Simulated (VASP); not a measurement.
Here is a VASP 6.6.1 calculation.

Contents of INCAR:

```
SYSTEM = GaSbH4
ALGO = Normal
EDIFF = 1E-6
ENCUT = 400
GGA = PE
GGA_COMPAT = .False.
ISIF = 2
ISMEAR = 0
LASPH = .True.
LCHARG = .True.
LELF = .True.
LREAL = Auto
LVHAR = .True.
LWAVE = .False.
NBANDS = 82
NELM = 120
PREC = Accurate
SIGMA = 0.05
```

Contents of KPOINTS:

```
k-points
0
Gamma
  1 1 1
  0 0 0
```

POSCAR

```
GaSbH4
1.0
   16.2000000000      0.0000000000      0.0000000000
    0.0000000000     14.9000000000      0.0000000000
    0.0000000000      0.0000000000     15.2000000000
Ga Sb H
4 4 16
Direct
    0.3739839853      0.3321791881      0.4334286768
    0.3739825227      0.5680178454      0.6644964069
    0.6319726011      0.3155561735      0.6806381232
    0.6055647328      0.5456988450      0.4552420411
    0.4983587678      0.4371146324      0.3702108074
    0.4983396385      0.6324985621      0.5616028521
    0.3065737870      0.4507983375      0.5482705994
    0.6955140998      0.4404678870      0.5584205672
    0.4176371077      0.2588939062      0.4895366000
    0.3121029135      0.3191383157      0.3560446732
    0.4587867056      0.5030327738      0.2882357801
    0.5577865699      0.3723845895      0.3022294875
    0.4176587902      0.5108007564      0.7363339528
    0.3120789345      0.6469405474      0.6772558541
    0.4587714324      0.7160732187      0.4969225369
    0.5577564187      0.7018849335      0.6250244002
    0.5827350225      0.3868117224      0.7359175387
    0.5828432256      0.2592377885      0.6106393425
    0.7155269332      0.2782385603      0.7172222162
    0.2365920733      0.3901089561      0.6077871329
    0.2345296756      0.5100586254      0.4901310737
    0.7623313692      0.4017707405      0.4794860090
    0.7622504207      0.5210173420      0.5964614905
    0.6463222727      0.6129554226      0.3892495292
```

Potentials or basis: VASP PAW PBE potentials, release 64 (Ga_d, Sb_d_GW, H).

Launch:

```bash
$ cat potpaw_PBE.64/Ga_d/POTCAR potpaw_PBE.64/Sb_d_GW/POTCAR potpaw_PBE.64/H/POTCAR > POTCAR
$ mpirun -np 1 vasp_gam > vasp.out
```

(1) Estimate the largest force.

(2) Estimate the gap between the frontier levels.

Answers

(1) 0.044 eV/Å.

(2) 3.85 eV.

Caveat: spin-orbit coupling is left out, which moves the levels of the heavy elements.
